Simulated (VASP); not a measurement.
Set up this calculation in VASP 6.6.1, as the native input.

```
Task                   : single point
Functional             : PBE
Potentials or basis    : VASP PAW PBE potentials, release 64 (Pt)
Cutoff                 : 520 eV
k mesh                 : 22 × 22 × 22
Occupations            : gaussian, width 0.15 eV
Spin                   : no spin polarisation
Dipole correction      : no
Further INCAR settings : ALGO = Fast; EDIFF = 1e-07; NBANDS = 11
```

The structure of Pt lies in POSCAR:

```
Pt
1.0
   -1.4574824000      1.4574824000      1.5842200000
    1.4574824000     -1.4574824000      1.5842200000
    1.4574824000      1.4574824000     -1.5842200000
Pt
1
Direct
    0.0000000000      0.0000000000      0.0000000000
```

This cell differs from its parent crystal: strain -0.080 along x and y, +0.000 along z.

These files were run (other wordings do the same):

INCAR

```
SYSTEM = Pt
PREC = Accurate
ENCUT = 520
EDIFF = 1E-7
ISMEAR = 0
SIGMA = 0.15
LREAL = .FALSE.
LASPH = .TRUE.
NELM = 80
ALGO = Fast
ISIF = 2
LWAVE = .FALSE.
LCHARG = .FALSE.
GGA = PE
NBANDS = 11
```

KPOINTS

```
regular mesh
0
G
  22 22 22
  0 0 0
```

Potentials or basis: VASP PAW PBE potentials, release 64 (Pt).

Run with:

```console
$ cat potpaw_PBE.64/Pt/POTCAR > POTCAR
$ mpirun -np 1 vasp_std > vasp.out
```

It gave:

The pressure is 58.8 GPa. The band gap on the k mesh is zero (band 5 reaches 14.79 eV, above the bottom of band 6 at 11.99 eV).

Caveat: the cell differs from its parent crystal (strain -0.080 along x and y, +0.000 along z); spin-orbit coupling is left out, which moves the levels of the heavy elements.

It took 63 s on 1 thread of Intel(R) Xeon(R) Platinum 8559C (Emerald Rapids), with other jobs on the host, peak memory 0.23 GiB.
